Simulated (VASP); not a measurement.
TiRh: single point with LDA

TiRh:

```
CELL_PARAMETERS angstrom
3.04537 0.00000 0.00000
0.00000 3.04537 0.00000
0.00000 0.00000 3.04537
ATOMIC_POSITIONS crystal
Ti 0.50000 0.50000 0.50000
Rh 0.00000 0.00000 0.00000
```

```json
{"Program": "VASP 6.6.1", "Task": "single point", "Functional": "LDA", "Potentials or basis": "VASP PAW LDA potentials, release 64 (Ti_sv, Rh_pv)", "Cutoff": "520 eV", "k mesh": "8 × 8 × 8", "Occupations": "gaussian, width 0.05 eV", "Spin": "no spin polarisation"}
```

```yaml
Pressure: 0.5 GPa
```

Levels at points of the mesh, in eV from the Fermi level:
| k point | band 10 | band 11 | band 12 | band 13 | band 14 | band 15 | band 16 | band 17 |
| --- | --- | --- | --- | --- | --- | --- | --- | --- |
| (0.00, 0.00, 0.00) | -5.61 | -2.50 | -2.50 | -2.50 | 0.82 | 0.82 | 2.65 | 2.65 |
| (0.50, 0.00, 0.00) | -3.65 | -2.79 | -2.79 | -1.77 | -1.32 | 0.24 | 0.24 | 0.68 |
| (0.50, 0.50, 0.00) | -3.92 | -3.92 | -0.83 | -0.02 | 0.85 | 0.85 | 1.25 | 2.48 |
| (0.50, 0.50, 0.50) | -4.25 | -1.97 | -1.97 | -1.97 | -0.76 | -0.76 | 2.55 | 2.55 |

Wall time 9.6 s on 1 thread of Intel Xeon 6975P-C (shared host), peak memory 0.14 GiB.
